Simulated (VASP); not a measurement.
# CuO2 (Fm-3m) in VASP: a series of runs, part 2 of 2

VASP 6.6.1. Earlier steps stand in the parts before.

## (4) Single point, r2SCAN+U, collinear spin

This run uses another cell than the first one, of 11.24 Å³/atom.

POSCAR reads:

```
CuO2
1.0
    0.0000000000      2.5643886991      2.5643886991
    2.5643886991      0.0000000000      2.5643886991
    2.5643886991      2.5643886991      0.0000000000
Cu O
1 2
Direct
    0.0000000000      0.0000000000      0.0000000000
    0.2500000000      0.2500000000      0.2500000000
    0.7500000000      0.7500000000      0.7500000000
```

INCAR.step1 reads:

```
SYSTEM = CuO2
ALGO = Normal
EDIFF = 1E-4
ENCUT = 520
GGA = PE
ISMEAR = 0
ISPIN = 2
LASPH = .TRUE.
LCHARG = .FALSE.
LDAU = .TRUE.
LDAUJ = 0 0
LDAUL = 2 -1
LDAUTYPE = 2
LDAUU = 4 0
LMAXMIX = 4
LREAL = .FALSE.
LWAVE = .TRUE.
MAGMOM = 1 0 0
NBANDS = 22
NELM = 150
PREC = Accurate
SIGMA = 0.1
```

INCAR.step2 reads:

```
SYSTEM = CuO2
ALGO = Normal
EDIFF = 1E-6
ENCUT = 520
ISIF = 2
ISMEAR = 0
ISPIN = 2
ISTART = 1
LASPH = .TRUE.
LCHARG = .TRUE.
LDAU = .TRUE.
LDAUJ = 0 0
LDAUL = 2 -1
LDAUPRINT = 1
LDAUTYPE = 2
LDAUU = 4 0
LELF = .TRUE.
LMAXMIX = 4
LMIXTAU = .TRUE.
LORBIT = 11
LREAL = .FALSE.
LVHAR = .TRUE.
LWAVE = .FALSE.
MAGMOM = 1 0 0
METAGGA = R2SCAN
NBANDS = 22
NELM = 150
PREC = Accurate
SIGMA = 0.1
```

KPOINTS reads:

```
k-points
0
G
  14 14 14
  0 0 0
```

Potentials or basis: VASP PAW PBE potentials, release 64 (Cu, O).

The run is started by

```bash
$ cat potpaw_PBE.64/Cu/POTCAR potpaw_PBE.64/O/POTCAR > POTCAR
$ cp INCAR.step1 INCAR
$ mpirun -np 1 vasp_std > vasp.out
$ cp INCAR.step2 INCAR
$ mpirun -np 1 vasp_std > vasp.out
```

OUTCAR:

```text
SYSTEM = CuO2
   EDIFF = 1E-6
   ENCUT = 520
   ISIF = 2
   ISMEAR = 0
   ISPIN = 2
   ISTART = 1
   LASPH = .TRUE.
   LORBIT = 11
   LREAL = .FALSE.
   METAGGA = R2SCAN
   NELM = 150
   PREC = Accurate

 ion  position               nearest neighbor table
   1  0.000  0.000  0.000-   3 2.22   3 2.22   3 2.22   2 2.22   3 2.22   2 2.22   2 2.22   2 2.22

   2  0.250  0.250  0.250-   1 2.22   1 2.22   1 2.22   1 2.22
   3  0.750  0.750  0.750-   1 2.22   1 2.22   1 2.22   1 2.22

  LATTYP: Found a face centered cubic cell.
 ALAT       =     5.1287773982

  Lattice vectors:

 A1 = (   0.0000000000,   2.5643886991,   2.5643886991)
 A2 = (   2.5643886991,   0.0000000000,   2.5643886991)
 A3 = (   2.5643886991,   2.5643886991,   0.0000000000)

Analysis of symmetry for initial positions (statically):
=====================================================================
 Subroutine PRICEL returns:
 Original cell was already a primitive cell.

 Routine SETGRP: Setting up the symmetry group for a
 face centered cubic supercell.

 Subroutine GETGRP returns: Found 48 space group operations
 (whereof 48 operations were pure point group operations)
 out of a pool of 48 trial point group operations.

The static configuration has the point symmetry O_h .

Analysis of symmetry for dynamics (positions and initial velocities):
=====================================================================
 Subroutine PRICEL returns:
 Original cell was already a primitive cell.

 Routine SETGRP: Setting up the symmetry group for a
 face centered cubic supercell.

 Subroutine GETGRP returns: Found 48 space group operations
 (whereof 48 operations were pure point group operations)
 out of a pool of 48 trial point group operations.

[... 189 lines left out ...]
  o =  0.9933  v =  0.0000  0.6293  0.0000 -0.7772  0.0000  0.0000  0.0000  0.0000  0.0000  0.0000      0.0000  0.0000  0.0000  0.0000  0.0000  0.0000  0.0000  0.0000  0.0000  0.0000

 number of electron      22.9999983 magnetization       2.9999909

 Free energy of the ion-electron system (eV)
  ---------------------------------------------------
  ext. energy  EPLUGINS =         0.00000000
  ---------------------------------------------------
  free energy    TOTEN  =       -20.86947915 eV

  energy without entropy =      -20.86427498  energy(sigma->0) =      -20.86687706

 E-fermi :   1.5685     XC(G=0): -11.4924

 val. band max:        1.5594434557   @ k =  -0.2857   0.2143   0.0000
 cond. band min:       1.5695446428   @ k =  -0.2857   0.4286   0.2143
 fundamental gap:      0.0101011871
 Fermi energy:         1.5684524065

 spin component 1

 k-point     1 :       0.0000    0.0000    0.0000
  band No.  band energies     occupation
      1     -18.7176      1.00000
      2     -16.3133      1.00000
      3      -4.2016      1.00000
      4      -4.2015      1.00000
      5      -4.2015      1.00000
      6      -1.8356      1.00000
[... 1193 lines left out ...]
     21      26.6206      0.00000
     22      26.9953      0.00000

 [... further k-points ...]

------------------------ aborting loop because EDIFF is reached ----------------------------------------

  FORCE on cell =-STRESS in cart. coord.  units (eV):
  Direction    XX          YY          ZZ          XY          YZ          ZX
  --------------------------------------------------------------------------------------
  -------------------------------------------------------------------------------------
  Total       -4.2210657     -4.2210657     -4.2210657      0.0000000      0.0000000     -0.0000000
  in kB     -200.5169722   -200.5169722   -200.5169722      0.0000000      0.0000000     -0.0000000
  external PRESSURE =    -200.5169722 kB  Pullay stress =       0.0000000 kB

 VOLUME and BASIS-vectors are now :
 -----------------------------------------------------------------------------
  energy-cutoff  :      520.00
  volume of cell :       33.73
      direct lattice vectors                 reciprocal lattice vectors
     0.000000000  2.564388699  2.564388699    -0.194978242  0.194978242  0.194978242
     2.564388699  0.000000000  2.564388699     0.194978242 -0.194978242  0.194978242
     2.564388699  2.564388699  0.000000000     0.194978242  0.194978242 -0.194978242

 POSITION                                       TOTAL-FORCE (eV/Angst)
 -----------------------------------------------------------------------------------
      0.00000      0.00000      0.00000         0.000000     -0.000000     -0.000000
      1.28219      1.28219      1.28219        -0.000000     -0.000000     -0.000000
      3.84658      3.84658      3.84658         0.000000      0.000000      0.000000
 -----------------------------------------------------------------------------------
    total drift:                               -0.000000     -0.000000      0.000000

  FREE ENERGIE OF THE ION-ELECTRON SYSTEM (eV)
  ---------------------------------------------------
  free  energy   TOTEN  =       -20.8694791500 eV

  energy  without entropy=      -20.8642749769  energy(sigma->0) =      -20.86687706

 total charge

# of ion       s       p       d       tot
------------------------------------------
    1        0.263   0.268   9.109   9.640
    2        1.605   3.165   0.000   4.769
    3        1.605   3.165   0.000   4.769
--------------------------------------------------
tot          3.472   6.597   9.109  19.179

 magnetization (x)

# of ion       s       p       d       tot
------------------------------------------
    1       -0.048  -0.031   0.732   0.653
    2        0.020   1.039   0.000   1.059
    3        0.020   1.039   0.000   1.059
--------------------------------------------------
tot         -0.008   2.046   0.732   2.770
```

Run time: 27 min. Hardware: 1 thread of Intel Xeon 8259CL, shared host; peak memory 0.27 GiB.

What came out:

```yaml
Free_energy: -20.8695 eV
Pressure: -20.1 GPa
Band_gap_on_the_k_mesh: zero (filled and empty bands overlap)
Net_moment: 3.00 μB per cell
Site_moments: Cu +0.65; O +1.06 μB
Valence_electrons_inside_the_program's_atomic_spheres: Cu 9.64; O 4.77
```

Eigenvalues of the final occupation matrices:
```tsv
site	spin	trace	eigenvalues
site 1 d	1	4.93	0.97 0.97 0.99 0.99 0.99
site 1 d	2	4.20	0.76 0.76 0.76 0.96 0.96
```

Caveat: the cell stands under tension; the PAW data sets were made with another functional, which shifts forces and pressure a little; a cell with one magnetic atom can't hold antiferromagnetic order, which such compounds often take.

## (5) Overview

```tsv
cell	gap on the mesh (eV)	pressure (GPa)	moment (μB)
a = 3.477 Å, angles 60.0°, 3 atoms	none	-9.0	3.00
a = 3.543 Å, angles 60.0°, 3 atoms	none	-15.1	3.00
a = 3.627 Å, angles 60.0°, 3 atoms	none	-20.1	3.00
```

Alike in all rows: task single point; level r2SCAN+U; potentials or basis VASP PAW PBE potentials, release 64 (Cu, O); spin collinear; Cu d U = 4.0 eV; k mesh 14 × 14 × 14; cutoff (eV) 520; smearing gaussian 0.1 eV.

Caveats: the cell stands under tension; the PAW data sets were made with another functional, which shifts forces and pressure a little; a cell with one magnetic atom can't hold antiferromagnetic order, which such compounds often take.

Total energies depend on the potentials used, so only differences within one code and one set of settings carry meaning.
